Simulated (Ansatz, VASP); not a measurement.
## ScCu in VASP and in Ansatz

The input INCAR:

```
SYSTEM = ScCu
  ALGO = Normal
  EDIFF = 1E-8
  ENCUT = 520
  GGA = CA
  ISIF = 2
  ISMEAR = -1
  LASPH = .TRUE.
  LCHARG = .FALSE.
  LEFG = .TRUE.
  LREAL = .FALSE.
  LWAVE = .FALSE.
  NBANDS = 18
  NELM = 80
  PREC = Accurate
  SIGMA = 0.05
```

File KPOINTS:

```
k-points
0
G
  11 11 11
  0 0 0
```

POSCAR

```
ScCu
1.0
    3.2885600000      0.0000000000      0.0000000000
    0.0000000000      3.2885600000      0.0000000000
    0.0000000000      0.0000000000      3.2560000000
Sc Cu
1 1
Direct
    0.5000000000      0.5000000000      0.5000000000
    0.0000000000      0.0000000000      0.0000000000
```

Input for Ansatz:

```yaml
crystal:
  lattice:
    - [3.28856, 0.0, 0.0]
    - [0.0, 3.28856, 0.0]
    - [0.0, 0.0, 3.256]
  atoms:
    - { symbol: Sc, position: [0.5, 0.5, 0.5] }
    - { symbol: Cu, position: [0.0, 0.0, 0.0] }
kpoints:
  mp_grid: { grid: [11, 11, 11] }
scf:
  occupations: { method: fermi_dirac, width: 0.05 }
hamiltonian:
  xc: lda
  pseudopotentials: { kind: paw }
output:
  forces: true
  stress: true
  eigenvalues: true
  efg: { contact_densities: true }
```

Change from the starting cell: equal xx and yy strain of +1 %, PAW files.

Alike in both runs: task electric field gradients; functional LDA; k mesh 11 × 11 × 11; occupations fermi-dirac, width 0.05 eV; no spin polarisation.

|  | VASP | Ansatz |
| --- | --- | --- |
| version | VASP 6.6.1 | Ansatz 0.2.0 |
| potentials or method | VASP PAW LDA potentials, release 64 (Sc_sv, Cu) | PAW with Ansatz's default frozen-core files, scalar-relativistic |
| plane-wave cutoff (eV) | 520 | 420 |
| valence electrons in the cell | 22 | 30 |

|  | VASP | Ansatz | Ansatz less VASP |
| --- | --- | --- | --- |
| pressure (GPa) | -8.6 | -9.0 | -0.45 |
| traceless stress, the component that is largest in VASP (GPa) | 0.24 | 0.25 | +0.013 |
| size of Vzz on the site where it differs most (V/Å²) | 0.6 | 0.5 | -0.08 |

LDA's correlation is that of Perdew and Zunger in VASP and of Perdew and Wang (1992) in Ansatz. VASP's potentials hold 22 valence electrons a cell and Ansatz's 30, so a difference there can come from the potentials and not from the codes.
